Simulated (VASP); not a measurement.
Set up this calculation in VASP 6.6.1, as the native input.

```yaml
Task: single point
Functional: PBEsol
Potentials_or_basis: VASP PAW PBE potentials, release 64 (Cd, Se)
Cutoff: 500 eV
k_mesh: 6 × 6 × 4
Occupations: gaussian, width 0.01 eV
Spin: no spin polarisation
Dipole_correction: no
Further_INCAR_settings: ALGO = Normal; EDIFF = 1e-06; NBANDS = 26
```

The structure of CdSe lies in POSCAR:

```
CdSe
1.0
    4.2795961547      0.0000000000      0.0000000000
   -2.1397980773      3.7062389879      0.0000000000
    0.0000000000      0.0000000000      7.0541121766
Cd Se
2 2
Direct
    0.3333333333      0.6666666667      0.0057512411
    0.6666666667      0.3333333333      0.5057512411
    0.3333333333      0.6666666667      0.3792487589
    0.6666666667      0.3333333333      0.8792487589
```

This cell differs from its parent crystal: in-plane strain -0.005, then relaxed in part.

These files were run (other wordings do the same):

INCAR

```
PREC = Accurate
ENCUT = 500
EDIFF = 1E-6
ISMEAR = 0
SIGMA = 0.01
LREAL = F
LASPH = T
NELM = 120
ALGO = Normal
ISIF = 2
LWAVE = F
LCHARG = T
GGA = PS
LELF = T
LVHAR = T
NBANDS = 26
GGA_COMPAT = F
```

KPOINTS

```
Automatic mesh
0
Gamma
  6 6 4
```

Potentials or basis: VASP PAW PBE potentials, release 64 (Cd, Se).

Launch:

```bash
$ cat potpaw_PBE.64/Cd/POTCAR potpaw_PBE.64/Se/POTCAR > POTCAR
$ mpirun -np 1 vasp_std > vasp.out
```

Results of the run:

- Pressure: 0.6 GPa
- Band gap on the k mesh: 0.53 eV

Caveat: the cell differs from its parent crystal (in-plane strain -0.005, then relaxed in part); the PAW data sets were made with another functional, which shifts forces and pressure a little.

It took 92 s on 1 thread of AMD EPYC 7R13 (shared host), peak memory 0.21 GiB.
